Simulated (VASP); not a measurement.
# W (Im-3m) in VASP: notebook, part 2 of 2

VASP 6.6.1. The steps go on from the part before.

## Step 4: Single point, LDA

Contents of INCAR:

```
SYSTEM = W
ALGO     = Normal         ! electronic algorithm
EDIFF    = 1E-6           ! SCF threshold, eV
ENCUT    = 520            ! plane-wave cutoff, eV
GGA      = CA             ! functional
ISIF     = 2              ! what is computed and relaxed
ISMEAR   = -1             ! smearing method
LASPH    = .TRUE.         ! aspherical terms in the spheres
LCHARG   = .FALSE.        ! write CHGCAR
LREAL    = .FALSE.        ! projectors in reciprocal space
LWAVE    = .FALSE.        ! write WAVECAR
NBANDS   = 13             ! bands
NELM     = 60             ! most SCF steps
PREC     = Accurate       ! precision mode
SIGMA    = 0.1            ! smearing width, eV
```

Contents of KPOINTS:

```
k-points
0
G
  23 23 23
  0 0 0
```

Contents of POSCAR:

```
W
1.0
   -1.5676867250      1.5676867250      1.5676867250
    1.5676867250     -1.5676867250      1.5676867250
    1.5676867250      1.5676867250     -1.5676867250
W
1
Direct
    0.0000000000      0.0000000000      0.0000000000
```

Potentials or basis: VASP PAW LDA potentials, release 64 (W_sv).

Started as:

```sh
cat potpaw_LDA.64/W_sv/POTCAR > POTCAR
mpirun -np 1 vasp_std > vasp.out
```

OUTCAR:

```text
SYSTEM = W
   EDIFF = 1E-6
   ENCUT = 520
   GGA = CA
   ISIF = 2
   ISMEAR = -1
   LASPH = .TRUE.
   LREAL = .FALSE.
   NELM = 60
   PREC = Accurate

 ion  position               nearest neighbor table
   1  0.000  0.000  0.000-

  LATTYP: Found a body centered cubic cell.
 ALAT       =     3.1353734500

  Lattice vectors:

 A1 = (  -1.5676867250,   1.5676867250,   1.5676867250)
 A2 = (   1.5676867250,  -1.5676867250,   1.5676867250)
 A3 = (   1.5676867250,   1.5676867250,  -1.5676867250)

Analysis of symmetry for initial positions (statically):
=====================================================================
 Subroutine PRICEL returns:
 Original cell was already a primitive cell.

 Routine SETGRP: Setting up the symmetry group for a
 body centered cubic supercell.

 Subroutine GETGRP returns: Found 48 space group operations
 (whereof 48 operations were pure point group operations)
 out of a pool of 48 trial point group operations.

The static configuration has the point symmetry O_h .

Analysis of symmetry for dynamics (positions and initial velocities):
=====================================================================
 Subroutine PRICEL returns:
 Original cell was already a primitive cell.

 Routine SETGRP: Setting up the symmetry group for a
 body centered cubic supercell.

 Subroutine GETGRP returns: Found 48 space group operations
 (whereof 48 operations were pure point group operations)
 out of a pool of 48 trial point group operations.

The dynamic configuration has the point symmetry O_h .

 Subroutine INISYM returns: Found 48 space group operations
 (whereof 48 operations are pure point group operations),
 and found     1 'primitive' translations

----------------------------------------------------------------------------------------

                                     Primitive cell

  volume of cell :      15.4112

  direct lattice vectors                    reciprocal lattice vectors
    -1.567686725  1.567686725  1.567686725     0.000000000  0.318941273  0.318941273
     1.567686725 -1.567686725  1.567686725     0.318941273  0.000000000  0.318941273
     1.567686725  1.567686725 -1.567686725     0.318941273  0.318941273  0.000000000

  length of vectors
     2.715313058  2.715313058  2.715313058     0.451051074  0.451051074  0.451051074

  position of ions in fractional coordinates (direct lattice)
     0.000000000  0.000000000  0.000000000

  ion indices of the primitive-cell ions
   primitive index   ion index
                 1           1

----------------------------------------------------------------------------------------

 KPOINTS: k-points

Automatic generation of k-mesh.
 Grid dimensions read from file:
 generate k-points for:   23   23   23

 Generating k-lattice:

  Cartesian coordinates                     Fractional coordinates (reciprocal lattice)
     0.000000000  0.013867012  0.013867012     0.043478261  0.000000000  0.000000000
     0.013867012  0.000000000  0.013867012     0.000000000  0.043478261  0.000000000
     0.013867012  0.013867012  0.000000000     0.000000000  0.000000000  0.043478261

  Length of vectors
     0.019610916  0.019610916  0.019610916

  Shift w.r.t. Gamma in fractional coordinates (k-lattice)
     0.000000000  0.000000000  0.000000000

 Subroutine IBZKPT returns following result:
 ===========================================

 Found    364 irreducible k-points:

 Following reciprocal coordinates:
            Coordinates               Weight
  0.000000  0.000000  0.000000      1.000000
  0.043478  0.000000  0.000000     12.000000
  0.086957  0.000000  0.000000     12.000000
  0.130435  0.000000  0.000000     12.000000
  0.173913  0.000000  0.000000     12.000000
  0.217391  0.000000  0.000000     12.000000
[... 16 lines left out ...]
  0.478261  0.043478  0.000000     24.000000
  0.086957  0.086957  0.000000     24.000000
 [... further k-points ...]
   k-points           NKPTS =    364   k-points in BZ     NKDIM =    364   number of bands    NBANDS=     13
   number of dos      NEDOS =    301   number of ions     NIONS =      1
   total plane-waves  NPLWV =   8000
   dimension x,y,z NGX =    20 NGY =   20 NGZ =   20
   dimension x,y,z NGXF=    40 NGYF=   40 NGZF=   40
   ions per type =               1
   NGX,Y,Z   is equivalent  to a cutoff of  12.25, 12.25, 12.25 a.u.
   NGXF,Y,Z  is equivalent  to a cutoff of  24.49, 24.49, 24.49 a.u.
 SYSTEM =  W
   PREC   = accura    normal or accurate (medium, high low for compatibility)
   ISTART =      0    job   : 0-new  1-cont  2-samecut
   ICHARG =      2    charge: 1-file 2-atom 10-const
   ISPIN  =      1    spin polarized calculation?
   LNONCOLLINEAR =      F non collinear calculations
   LSORBIT =      F    spin-orbit coupling
   LASPH  =      T    aspherical Exc in radial PAW
   ENCUT  =  520.0 eV  38.22 Ry    6.18 a.u.   5.05  5.05  5.05*2*pi/ulx,y,z
   NELM   =     60;   NELMIN=  2; NELMDL= -5     # of ELM steps
   EDIFF  = 0.1E-05   stopping-criterion for ELM
   LREAL  =      F    real-space projection
   EDIFFG = 0.1E-04   stopping-criterion for IOM
   NSW    =      0    number of steps for IOM
   IBRION =     -1    ionic relax: 0-MD 1-quasi-New 2-CG
   NFREE  =      0    steps in history (QN), initial steepest desc. (CG)
   ISIF   =      2    stress and relaxation
   ISYM   =      2    0-nonsym 1-usesym 2-fastsym
   POTIM  = 0.5000    time-step for ionic-motion
   TEBEG  =    0.0;   TEEND  =   0.0 temperature during run
   PSTRESS=    0.0 pullay stress
   NELECT =      14.0000    total number of electrons
   NUPDOWN=      -1.0000    fix difference up-down
   EMIN   =  10.00;   EMAX   =-10.00  energy-range for DOS
   EFERMI =   0.00;   METHOD = LEGACY
   ISMEAR =    -1;   SIGMA  =   0.10  broadening in eV -4-tet -1-fermi 0-gaus
   EFERMI_NEDOS =   21; number of points for ismear=-14 and -15
   IALGO  =     38    algorithm
   IMIX   =      4    mixing-type and parameters
     AMIX     =   0.40;   BMIX     =  1.00
     AMIX_MAG =   1.60;   BMIX_MAG =  1.00
  volume/ion in A,a.u.               =      15.41       104.00
  Fermi-wavevector in a.u.,A,eV,Ry     =   1.585519  2.996197 34.203303  2.513872
  Thomas-Fermi vector in A             =   2.684971
   LORBIT       =      0    0 simple, 1 ext, 2 COOP (PROOUT), +10 PAW based schemes
   GGA     = CA    functional components
   LHFCALC =     F    Hartree Fock is set to
   AEXX    =    0.0000 exact exchange contribution
   IVDW    =     0    specifies the selected vdW correction
   LEPSILON=     F    determine dielectric tensor
   LRPA    =     F    only Hartree local field effects (RPA)
 non-spin polarized calculation
  energy-cutoff  :      520.00
  volume of cell :       15.41
 maximum number of plane-waves:       426
   NGX =  9   NGY =  9   NGZ =  9

 number of electron      14.0000004 magnetization

 Free energy of the ion-electron system (eV)
  ---------------------------------------------------
  ext. energy  EPLUGINS =         0.00000000
  ---------------------------------------------------
  free energy    TOTEN  =       -14.11358581 eV

  energy without entropy =      -14.09891589  energy(sigma->0) =      -14.10625085

 E-fermi :  11.7405     XC(G=0): -13.9882

 val. band max:       11.7390128889   @ k =  -0.4783   0.4783   0.2174
 cond. band min:      11.7413602711   @ k =  -0.2609   0.3043   0.1304
 fundamental gap:      0.0023473822
 Fermi energy:        11.7404994872

 k-point     1 :       0.0000    0.0000    0.0000
  band No.  band energies     occupation
      1     -61.9781      2.00000
      2     -25.7410      2.00000
      3     -25.7410      2.00000
      4     -25.7410      2.00000
      5       2.0363      2.00000
      6      10.4253      2.00000
      7      10.4253      2.00000
      8      10.4253      2.00000
      9      13.9888      0.00000
     10      13.9888      0.00000
     11      26.3713      0.00000
     12      26.3713      0.00000
     13      26.3713      0.00000
[... 353 lines left out ...]
 k-point    24 :       0.0870    0.0870    0.0000
  band No.  band energies     occupation
      1     -61.9459      2.00000
      2     -26.0611      2.00000
      3     -25.8150      2.00000
      4     -25.7691      2.00000
      5       3.1153      2.00000
      6       9.9096      2.00000
      7      10.0393      2.00000
      8      11.5758      1.67700
      9      13.1970      0.00000
     10      14.1169      0.00000
     11      27.2108      0.00000
     12      28.1536      0.00000
     13      28.5422      0.00000

 [... further k-points ...]

------------------------ aborting loop because EDIFF is reached ----------------------------------------

  FORCE on cell =-STRESS in cart. coord.  units (eV):
  Direction    XX          YY          ZZ          XY          YZ          ZX
  --------------------------------------------------------------------------------------
  -------------------------------------------------------------------------------------
  Total        0.1838844      0.1838844      0.1838844      0.0000000      0.0000000      0.0000000
  in kB       19.1169060     19.1169060     19.1169060      0.0000000      0.0000000      0.0000000
  external PRESSURE =      19.1169060 kB  Pullay stress =       0.0000000 kB

 VOLUME and BASIS-vectors are now :
 -----------------------------------------------------------------------------
  energy-cutoff  :      520.00
  volume of cell :       15.41
      direct lattice vectors                 reciprocal lattice vectors
    -1.567686725  1.567686725  1.567686725     0.000000000  0.318941273  0.318941273
     1.567686725 -1.567686725  1.567686725     0.318941273  0.000000000  0.318941273
     1.567686725  1.567686725 -1.567686725     0.318941273  0.318941273  0.000000000

 POSITION                                       TOTAL-FORCE (eV/Angst)
 -----------------------------------------------------------------------------------
      0.00000      0.00000      0.00000         0.000000      0.000000      0.000000
 -----------------------------------------------------------------------------------
    total drift:                                0.000000     -0.000000      0.000000

  FREE ENERGIE OF THE ION-ELECTRON SYSTEM (eV)
  ---------------------------------------------------
  free  energy   TOTEN  =       -14.1135858074 eV

  energy  without entropy=      -14.0989158892  energy(sigma->0) =      -14.10625085
```

Wall time 62 s (1 thread of AMD EPYC 7R43 (Zen 3), shared host); peak memory 0.13 GiB.

Results:

| Item | Value |
| --- | --- |
| Free energy | -14.1136 eV |
| Pressure | 1.9 GPa |
| Band gap on the k mesh | zero (band 7 reaches 16.84 eV, above the bottom of band 8 at 10.43 eV) |

Levels at points of the mesh, in eV from the Fermi level:
```csv
k point,band 3,band 4,band 5,band 6,band 7,band 8,band 9,band 10,band 11,band 12
"(0.00, 0.00, 0.00)",-37.48,-37.48,-9.70,-1.32,-1.32,-1.32,2.25,2.25,14.63,14.63
```

Caveat: spin-orbit coupling is left out, which moves the levels of the heavy elements.

## Step 5: The runs side by side

| k mesh | gap on the mesh (eV) | pressure (GPa) |
| --- | --- | --- |
| 15 × 15 × 15 | none | 2.0 |
| 20 × 20 × 20 | none | 1.9 |
| 23 × 23 × 23 | none | 1.9 |

Alike in all rows: task single point; level LDA; potentials or basis VASP PAW LDA potentials, release 64 (W_sv); no spin polarisation; cell as given; cutoff (eV) 520; smearing fermi-dirac 0.1 eV.

Every run on the cell as given and a fine mesh finds a metal.

Caveats: spin-orbit coupling is left out, which moves the levels of the heavy elements.

Absolute energies hang on the potentials; compare differences alone.
